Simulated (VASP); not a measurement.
Here is a VASP 6.6.1 calculation.

File INCAR:

```
ALGO = Normal ; EDIFF = 1E-8
ENCUT = 520 ; GGA = PE
ISIF = 2 ; ISMEAR = -1
LASPH = T ; LCHARG = F
LEFG = T ; LREAL = F
LWAVE = F ; NBANDS = 25
NELM = 80 ; PREC = Accurate
SIGMA = 0.03
```

The input KPOINTS:

```
k-points
0
Gamma
  7 7 7
```

The input POSCAR:

```
SiO2
1.0
   -2.3819372672      2.3819372672      3.7564386296
    2.3819372672     -2.3819372672      3.7564386296
    2.3819372672      2.3819372672     -3.7564386296
Si O
2 4
Direct
    0.0000000000      0.0000000000      0.0000000000
    0.7500000000      0.2500000000      0.5000000000
    0.9983800000      0.6250000000      0.8733800000
    0.3750000000      0.2483800000      0.3733800000
    0.7516200000      0.1250000000      0.1266200000
    0.8750000000      0.0016200000      0.6266200000
```

Potentials or basis: VASP PAW PBE potentials, release 64 (Si, O).

Launch:

```console
$ cat potpaw_PBE.64/Si/POTCAR potpaw_PBE.64/O/POTCAR > POTCAR
$ mpirun -np 1 vasp_std > vasp.out
```

Question: What does it give for the pressure?

Answer: 2.0 GPa.

Question: Predict the band gap on the k mesh.

Answer: 5.97 eV.

Question: Predict the largest force.

Answer: 0.006 eV/Å.

Stress tensor (GPa, compression positive):
```
2.61 0.00 0.00
0.00 2.61 0.00
0.00 0.00 0.69
```

Caveat: without QUAD_EFG the Cq values of the log hold for a quadrupole moment of 1 mb, not for the nuclei; an odd mesh through Γ misses points on the zone boundary, where band edges can lie.
